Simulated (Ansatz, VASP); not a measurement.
**GaAs: VASP beside Ansatz**

Contents of POSCAR:

```
GaAs
1.0
    0.0000000000      2.9974040302      2.8330850947
    2.9974040302      0.0000000000      2.8330850947
    2.9974040302      2.9974040302      0.0000000000
Ga As
1 1
Direct
    0.0000000000      0.0000000000      0.0000000000
    0.2500000000      0.2500000000      0.2500000000
```

INCAR.step1

```
PREC = Accurate ; ENCUT = 520
ISMEAR = -1 ; SIGMA = 0.02
LREAL = False ; LASPH = True
NELM = 100 ; NBANDS = 16
GGA = PE ; ALGO = Normal
EDIFF = 1E-4 ; LWAVE = True
LCHARG = False
```

File INCAR.step2:

```
PREC = Accurate ; ENCUT = 520
EDIFF = 1E-6 ; ISMEAR = -1
SIGMA = 0.02 ; LREAL = False
LASPH = True ; NELM = 100
ALGO = Normal ; ISIF = 2
LWAVE = False ; LCHARG = False
METAGGA = R2SCAN ; LMIXTAU = True
NBANDS = 16 ; ISTART = 1
```

Contents of KPOINTS:

```
Automatic mesh
0
Gamma
  8 8 8
```

Input for Ansatz:

```yaml
crystal:
  lattice:
    - [0.0, 2.9974040302, 2.8330850947]
    - [2.9974040302, 0.0, 2.8330850947]
    - [2.9974040302, 2.9974040302, 0.0]
  atoms:
    - { symbol: Ga, position: [0.0, 0.0, 0.0] }
    - { symbol: As, position: [0.25, 0.25, 0.25] }
kpoints:
  mp_grid: { grid: [8, 8, 8] }
  band_path:
    path:
      - [0.0, 0.0, 0.0]
      - [-0.5, -0.5, 0.0]
      - [-0.375, -0.375, 0.25]
      - [-0.375, 0.0, 0.375]
      - [0.0, 0.0, 0.5]
      - [-0.5, -0.25, 0.25]
      - [-0.021973, 0.0, -0.021973]
    npoints: 1
hamiltonian:
  xc: r2scan
scf:
  occupations: { method: fermi_dirac, width: 0.02 }
  n_extra_bands: 4
output:
  forces: true
  stress: true
  eigenvalues: true
  write_density: true
  write_potential: true
  elf: true
  volumetric_format: npy
```

Change from the starting cell: biaxial_xy strain +5.8%.

Alike in both runs: task single point; functional r2SCAN; k mesh 8 × 8 × 8; occupations fermi-dirac, width 0.02 eV; no spin polarisation.

```csv
,VASP,Ansatz
version,VASP 6.6.1,Ansatz 0.2.0
potentials or method,"VASP PAW PBE potentials, release 64 (Ga_d, As)","plane waves, PAW"
plane-wave cutoff (eV),520,500
valence electrons in the cell,18,28
```

```tsv
	VASP	Ansatz	Ansatz less VASP
pressure (GPa)	-6.2	-6.2	-0.02
traceless stress, the component that is largest in VASP (GPa)	2.12	2.12	-0.006
```

VASP's potentials were made for PBE, not for r2SCAN. VASP's potentials hold 18 valence electrons a cell and Ansatz's 28, so a difference there can come from the potentials and not from the codes.
